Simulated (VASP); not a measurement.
# Os (P6_3/mmc) in VASP: relaxation of cell and atoms with LDA

Aim: the relaxation of cell and atoms of Os with LDA.

Everything below comes from runs of VASP 6.6.1. Logs are shortened: lines on timing, memory, paths and dates and some standing lists are left out, and cuts for length are marked.

### 1 The cell of the first run

Symmetry: P6_3/mmc, No. 194, hexagonal system. Conventional cell: a = 2.693 Å, b = 2.693 Å, c = 4.363 Å, α = 90.00°, β = 90.00°, γ = 120.00°. Within 3.5 Å of Os (site symmetry -6m2) lie 12 Os at 2.68 to 2.69 Å.

### 2 Relaxation of cell and atoms, LDA

INCAR

```
SYSTEM = Os
PREC = Accurate
ENCUT = 600
EDIFF = 1E-6
ISMEAR = -1
SIGMA = 0.1
LREAL = .False.
LASPH = .True.
NELM = 80
ALGO = Normal
ISIF = 3
LWAVE = .False.
LCHARG = .False.
GGA = CA
IBRION = 2
NSW = 60
EDIFFG = -0.005
```

KPOINTS

```
Automatic mesh
0
Gamma
  18 18 10
  0 0 0
```

POSCAR

```
Os
1.0
    2.6930569566      0.0000000000      0.0000000000
   -1.3465284783      2.3322557382      0.0000000000
    0.0000000000      0.0000000000      4.3627522697
Os
2
Direct
    0.3333333333      0.6666666667      0.2500000000
    0.6666666667      0.3333333333      0.7500000000
```

Potentials or basis: VASP PAW LDA potentials, release 64 (Os).

Launch:

```console
cat potpaw_LDA.64/Os/POTCAR > POTCAR
mpirun -np 1 vasp_std > vasp.out
```

OUTCAR:

```text
SYSTEM = Os
   PREC = Accurate
   ENCUT = 600
   EDIFF = 1E-6
   ISMEAR = -1
   LREAL = .False.
   LASPH = .True.
   NELM = 80
   ISIF = 3
   GGA = CA
   IBRION = 2
   NSW = 60
   EDIFFG = -0.005

 ion  position               nearest neighbor table
   1  0.333  0.667  0.250-   2 2.68   2 2.68   2 2.68   2 2.68   2 2.68   2 2.68
   2  0.667  0.333  0.750-   1 2.68   1 2.68   1 2.68   1 2.68   1 2.68   1 2.68

  LATTYP: Found a hexagonal cell.
 ALAT       =     2.6930569566
 C/A-ratio  =     1.6200000000

  Lattice vectors:

 A1 = (   2.6930569566,   0.0000000000,   0.0000000000)
 A2 = (  -1.3465284783,   2.3322557382,   0.0000000000)
 A3 = (   0.0000000000,   0.0000000000,   4.3627522697)

Analysis of symmetry for initial positions (statically):
=====================================================================
 Subroutine PRICEL returns:
 Original cell was already a primitive cell.

 Routine SETGRP: Setting up the symmetry group for a
 hexagonal supercell.

 Subroutine GETGRP returns: Found 24 space group operations
 (whereof 12 operations were pure point group operations)
 out of a pool of 24 trial point group operations.

The static configuration has the point symmetry D_3d.
 The point group associated with its full space group is D_6h.

Analysis of symmetry for dynamics (positions and initial velocities):
=====================================================================
 Subroutine PRICEL returns:
 Original cell was already a primitive cell.

 Routine SETGRP: Setting up the symmetry group for a
 hexagonal supercell.

 Subroutine GETGRP returns: Found 24 space group operations
 (whereof 12 operations were pure point group operations)
 out of a pool of 24 trial point group operations.

The dynamic configuration has the point symmetry D_3d.
 The point group associated with its full space group is D_6h.

 Subroutine INISYM returns: Found 24 space group operations
 (whereof 12 operations are pure point group operations),
 and found     1 'primitive' translations

----------------------------------------------------------------------------------------

                                     Primitive cell

  volume of cell :      27.4020

  direct lattice vectors                    reciprocal lattice vectors
     2.693056957  0.000000000  0.000000000     0.371325232  0.214384723  0.000000000
    -1.346528478  2.332255738  0.000000000     0.000000000  0.428769446  0.000000000
     0.000000000  0.000000000  4.362752270     0.000000000  0.000000000  0.229213106

  length of vectors
     2.693056957  2.693056957  4.362752270     0.428769446  0.428769446  0.229213106

  position of ions in fractional coordinates (direct lattice)
     0.333333333  0.666666667  0.250000000
     0.666666667  0.333333333  0.750000000

  ion indices of the primitive-cell ions
   primitive index   ion index
                 1           1
                 2           2

----------------------------------------------------------------------------------------

 KPOINTS: Automatic mesh

Automatic generation of k-mesh.
 Grid dimensions read from file:
 generate k-points for:   18   18   10

 Generating k-lattice:

  Cartesian coordinates                     Fractional coordinates (reciprocal lattice)
     0.020629180  0.011910262  0.000000000     0.055555556  0.000000000  0.000000000
     0.000000000  0.023820525  0.000000000     0.000000000  0.055555556  0.000000000
     0.000000000  0.000000000  0.022921311     0.000000000  0.000000000  0.100000000

  Length of vectors
     0.023820525  0.023820525  0.022921311

  Shift w.r.t. Gamma in fractional coordinates (k-lattice)
     0.000000000  0.000000000  0.000000000

 Subroutine IBZKPT returns following result:
 ===========================================

 Found    222 irreducible k-points:

 Following reciprocal coordinates:
            Coordinates               Weight
  0.000000  0.000000  0.000000      1.000000
  0.055556 -0.000000  0.000000      6.000000
  0.111111 -0.000000  0.000000      6.000000
  0.166667  0.000000  0.000000      6.000000
  0.222222  0.000000  0.000000      6.000000
  0.277778  0.000000  0.000000      6.000000
[... 16 lines left out ...]
  0.333333  0.111111  0.000000     12.000000
  0.388889  0.111111  0.000000     12.000000
 [... further k-points ...]
   k-points           NKPTS =    222   k-points in BZ     NKDIM =    222   number of bands    NBANDS=     12
   number of dos      NEDOS =    301   number of ions     NIONS =      2
   total plane-waves  NPLWV =  20736
   dimension x,y,z NGX =    24 NGY =   24 NGZ =   36
   dimension x,y,z NGXF=    48 NGYF=   48 NGZF=   72
   ions per type =               2
   NGX,Y,Z   is equivalent  to a cutoff of  14.82, 14.82, 13.72 a.u.
   NGXF,Y,Z  is equivalent  to a cutoff of  29.63, 29.63, 27.44 a.u.
 SYSTEM =  Os
   PREC   = accura    normal or accurate (medium, high low for compatibility)
   ISTART =      0    job   : 0-new  1-cont  2-samecut
   ICHARG =      2    charge: 1-file 2-atom 10-const
   ISPIN  =      1    spin polarized calculation?
   LNONCOLLINEAR =      F non collinear calculations
   LSORBIT =      F    spin-orbit coupling
   LASPH  =      T    aspherical Exc in radial PAW
   ENCUT  =  600.0 eV  44.10 Ry    6.64 a.u.   5.38  5.38  8.71*2*pi/ulx,y,z
   NELM   =     80;   NELMIN=  2; NELMDL= -5     # of ELM steps
   EDIFF  = 0.1E-05   stopping-criterion for ELM
   LREAL  =      F    real-space projection
   EDIFFG = -.5E-02   stopping-criterion for IOM
   NSW    =     60    number of steps for IOM
   IBRION =      2    ionic relax: 0-MD 1-quasi-New 2-CG
   NFREE  =      1    steps in history (QN), initial steepest desc. (CG)
   ISIF   =      3    stress and relaxation
   ISYM   =      2    0-nonsym 1-usesym 2-fastsym
   POTIM  = 0.5000    time-step for ionic-motion
   TEBEG  =    0.0;   TEEND  =   0.0 temperature during run
   PSTRESS=    0.0 pullay stress
   NELECT =      16.0000    total number of electrons
   NUPDOWN=      -1.0000    fix difference up-down
   EMIN   =  10.00;   EMAX   =-10.00  energy-range for DOS
   EFERMI =   0.00;   METHOD = LEGACY
   ISMEAR =    -1;   SIGMA  =   0.10  broadening in eV -4-tet -1-fermi 0-gaus
   EFERMI_NEDOS =   21; number of points for ismear=-14 and -15
   IALGO  =     38    algorithm
   IMIX   =      4    mixing-type and parameters
     AMIX     =   0.40;   BMIX     =  1.00
     AMIX_MAG =   1.60;   BMIX_MAG =  1.00
  volume/ion in A,a.u.               =      13.70        92.46
  Fermi-wavevector in a.u.,A,eV,Ry     =   1.368319  2.585748 25.474151  1.872297
  Thomas-Fermi vector in A             =   2.494294
   LORBIT       =      0    0 simple, 1 ext, 2 COOP (PROOUT), +10 PAW based schemes
   GGA     = CA    functional components
   LHFCALC =     F    Hartree Fock is set to
   AEXX    =    0.0000 exact exchange contribution
   IVDW    =     0    specifies the selected vdW correction
   LEPSILON=     F    determine dielectric tensor
   LRPA    =     F    only Hartree local field effects (RPA)
 conjugate gradient relaxation of ions
 non-spin polarized calculation
  energy-cutoff  :      600.00
  volume of cell :       27.40
 maximum number of plane-waves:       954
 NGX is ok and might be reduce to    24
   NGX = 11   NGY = 11   NGZ = 17

--------------------------------------- Ionic step        1  -------------------------------------------

 number of electron      15.9999999 magnetization

 Free energy of the ion-electron system (eV)
  ---------------------------------------------------
  ext. energy  EPLUGINS =         0.00000000
  ---------------------------------------------------
  free energy    TOTEN  =       -25.30722778 eV

  energy without entropy =      -25.26735634  energy(sigma->0) =      -25.28729206

------------------------ aborting loop because EDIFF is reached ----------------------------------------

  FORCE on cell =-STRESS in cart. coord.  units (eV):
  Direction    XX          YY          ZZ          XY          YZ          ZX
  --------------------------------------------------------------------------------------
  -------------------------------------------------------------------------------------
  Total        1.0804597      1.0804597     -1.5952083     -0.0000000     -0.0000000     -0.0000000
  in kB       63.1737858     63.1737858    -93.2708031     -0.0000000     -0.0000000     -0.0000000
  external PRESSURE =      11.0255895 kB  Pullay stress =       0.0000000 kB
[... 129 lines left out ...]
  energy  without entropy=      -25.2852555494  energy(sigma->0) =      -25.30594575

--------------------------------------- Ionic step        5  -------------------------------------------

 number of electron      16.0000001 magnetization

 Free energy of the ion-electron system (eV)
  ---------------------------------------------------
  ext. energy  EPLUGINS =         0.00000000
  ---------------------------------------------------
  free energy    TOTEN  =       -25.32965356 eV

  energy without entropy =      -25.28789909  energy(sigma->0) =      -25.30877633

 E-fermi :   9.6779     XC(G=0): -14.2811

 val. band max:        9.6750783126   @ k =   0.1667   0.1111   0.3000
 cond. band min:       9.6901000339   @ k =   0.3333   0.1667   0.3000
 fundamental gap:      0.0150217213
 Fermi energy:         9.6778536015

 k-point     1 :       0.0000    0.0000    0.0000
  band No.  band energies     occupation
      1      -1.3598      2.00000
      2       1.7347      2.00000
      3       6.5176      2.00000
      4       6.5176      2.00000
      5       6.7779      2.00000
      6       7.3824      2.00000
      7       7.3824      2.00000
      8       8.0535      2.00000
      9       8.0535      2.00000
     10       9.8181      0.39484
     11      11.3921      0.00000
     12      11.3921      0.00000
[... 331 lines left out ...]
 k-point    24 :       0.3889    0.1111    0.0000
  band No.  band energies     occupation
      1       2.7173      2.00000
      2       2.8673      2.00000
      3       3.1642      2.00000
      4       5.9566      2.00000
      5       6.1484      2.00000
      6       7.0028      2.00000
      7       7.7002      2.00000
      8      11.2907      0.00000
      9      11.7336      0.00000
     10      12.2407      0.00000
     11      13.7018      0.00000
     12      16.8023      0.00000

 [... further k-points ...]

------------------------ aborting loop because EDIFF is reached ----------------------------------------

  FORCE on cell =-STRESS in cart. coord.  units (eV):
  Direction    XX          YY          ZZ          XY          YZ          ZX
  --------------------------------------------------------------------------------------
  -------------------------------------------------------------------------------------
  Total       -0.0035887     -0.0035887      0.0022060      0.0000000     -0.0000000      0.0000000
  in kB       -0.2092337     -0.2092337      0.1286170      0.0000000     -0.0000000      0.0000000
  external PRESSURE =      -0.0966168 kB  Pullay stress =       0.0000000 kB
[... 17 lines left out ...]
  FREE ENERGIE OF THE ION-ELECTRON SYSTEM (eV)
  ---------------------------------------------------
  free  energy   TOTEN  =       -25.3296535612 eV

  energy  without entropy=      -25.2878990900  energy(sigma->0) =      -25.30877633

 reached required accuracy - stopping structural energy minimisation
```

It took 80 s on 1 thread of Intel Xeon 6975P-C (Granite Rapids), shared host; peak memory 0.21 GiB.

Results:

- Free energy: -25.3297 eV
- Relaxed volume: 13.74 Å³/atom
- Relaxed cell: a = 2.718 Å, b = 2.718 Å, c = 4.294 Å, α = 90.00°, β = 90.00°, γ = 120.00°
- Space group after relaxing (to 0.1 Å): P6_3/mmc (No. 194)
- Energy gained by relaxing: 11.2 meV/atom
- Ionic steps: 5
- Pressure after relaxing: 0.0 GPa
- Band gap on the k mesh: zero (bands 8 and 9 overlap by 4.04 eV)

Step by step:
```
step  energy change (eV)  largest force (eV/Å)  pressure (GPa)  volume (Å³)
   1              0.0000                0.0000            1.10        27.40
   2              0.0323                0.0000           -2.61        27.74
   3             -0.0222                0.0000           -1.00        27.54
   4             -0.0194                0.0000            3.99        27.25
   5             -0.0224                0.0000           -0.01        27.48
```

Final structure:
```cif
data_structure
_symmetry_space_group_name_H-M 'P 1'
_symmetry_Int_Tables_number 1
_cell_length_a 2.7183
_cell_length_b 2.7183
_cell_length_c 4.2942
_cell_angle_alpha 90.000
_cell_angle_beta 90.000
_cell_angle_gamma 120.000
_cell_volume 27.48
loop_
_atom_site_label
_atom_site_type_symbol
_atom_site_fract_x
_atom_site_fract_y
_atom_site_fract_z
_atom_site_occupancy
Os1 Os 0.33333 0.66667 0.25000 1
Os2 Os 0.66667 0.33333 0.75000 1
```

Levels at points of the mesh, in eV from the Fermi level:
```
           k point  band 5  band 6  band 7  band 8  band 9  band 10  band 11  band 12
(0.00, 0.00, 0.00)   -2.90   -2.30   -2.30   -1.62   -1.62     0.14     1.71     1.71
(0.50, 0.00, 0.00)   -2.89   -2.62   -1.93    2.08    2.66     2.79     4.54     5.88
(0.00, 0.00, 0.50)   -3.36   -3.36   -3.36   -3.36    0.90     0.90     0.90     0.90
(0.50, 0.00, 0.50)   -1.26   -1.26   -0.10   -0.10    2.42     2.42     3.41     3.41
```

Caveat: spin-orbit coupling is left out, which moves the levels of the heavy elements.
